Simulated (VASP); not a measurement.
Runs of VASP 6.6.1 on Si2Mo (fluorite type). The structure is that of space group Fm-3m (No. 225), or close to it. The cells are those of the table. 

| task | cell | cutoff (eV) | k mesh for the DOS | occupations for the DOS | gap on the mesh (eV) | pressure (GPa) |
| --- | --- | --- | --- | --- | --- | --- |
| single point | a = 3.843 Å, angles 60.0°, 3 atoms | 520 | - | - | none | (a) |
| single point | a = 3.968 Å, angles 60.0°, 3 atoms | 520 | - | - | none | (b) |
| relaxation of cell and atoms | relaxed from a = 4.124 Å, angles 60.0°, 3 atoms | 600 | - | - | none | 0.0 |
| single point | a = 3.530 Å, angles 60.0°, 3 atoms | 520 | - | - | none | 166.5 |
| single point | a = 4.056 Å, angles 60.0°, 3 atoms | 520 | - | - | none | 9.7 |
| single point | a = 4.140 Å, angles 60.0°, 3 atoms | 520 | - | - | none | 0.1 |
| single point | a = 3.711 Å, angles 60.0°, 3 atoms | 520 | - | - | none | 84.7 |

Alike in all rows: level PBE; potentials or basis VASP PAW PBE potentials, release 64 (Mo_sv, Si); no spin polarisation; k mesh 10 × 10 × 10; smearing fermi-dirac 0.05 eV.

Estimate the missing entries.

(a) 46.6; (b) 21.9.

A k mesh can miss the band edges, and the runs leave out spin-orbit coupling on Mo.

A gap of «none» marks levels without a gap at the run's occupations.
